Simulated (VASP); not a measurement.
Write the native input for VASP 6.6.1 that does the following.

- Task: single point
- Functional: PBE
- Potentials or basis: VASP PAW PBE potentials, release 64 (Mg, Be, Te, O)
- Cutoff: 520 eV
- k mesh: 4 × 4 × 4
- Occupations: gaussian, width 0.1 eV
- Spin: no spin polarisation
- Dipole correction: no
- Further INCAR settings: ALGO = Normal; EDIFF = 1e-06; NBANDS = 21

The structure of MgBe2Te2O lies in POSCAR:

```
MgBe2Te2O
1.0
    4.1513355000      0.0000000000      0.0000000000
    0.0000000000      4.1513355000      0.0000000000
    0.0000000000      0.0000000000      6.6514595200
Mg Be Te O
1 2 2 1
Direct
    0.0000000000      0.0000000000      0.6973040100
    0.5000000000      0.0000000000      0.9946200300
    0.0000000000      0.5000000000      0.9946200300
    0.5000000000      0.5000000000      0.8287479900
    0.0000000000      0.0000000000      0.1643839900
    0.5000000000      0.5000000000      0.3203240000
```

The cell was built from a structure type or drawn by symmetry, and may not be a known phase.

One way to write it, as run:

INCAR

```
SYSTEM = MgBe2Te2O
PREC = Accurate ; ENCUT = 520
EDIFF = 1E-6 ; ISMEAR = 0
SIGMA = 0.1 ; LREAL = .FALSE.
LASPH = .TRUE. ; NELM = 80
ALGO = Normal ; ISIF = 2
LWAVE = .FALSE. ; LCHARG = .FALSE.
GGA = PE ; NBANDS = 21
```

KPOINTS

```
regular mesh
0
G
  4 4 4
  0 0 0
```

Potentials or basis: VASP PAW PBE potentials, release 64 (Mg, Be, Te, O).

Run with:

```sh
$ cat potpaw_PBE.64/Mg/POTCAR potpaw_PBE.64/Be/POTCAR potpaw_PBE.64/Te/POTCAR potpaw_PBE.64/O/POTCAR > POTCAR
$ mpirun -np 1 vasp_std > vasp.out
```

It gave:

| Property | Result |
| --- | --- |
| Pressure | 6.6 GPa |
| Largest force | 3.526 eV/Å |
| Band gap on the k mesh | zero (bands 12 and 13 overlap by 0.16 eV) |

Caveat: the k points lie up to 0.38 Å⁻¹ apart; semilocal functionals underestimate gaps, so a narrow gap can read as zero; spin-orbit coupling is left out, which moves the levels of the heavy elements; forces of over 1 eV/Å act on the atoms, so gaps and moduli don't describe the material at rest.

Wall time 68 s on 1 thread of Intel Xeon 8259CL, with other jobs on the host, peak memory 0.24 GiB.
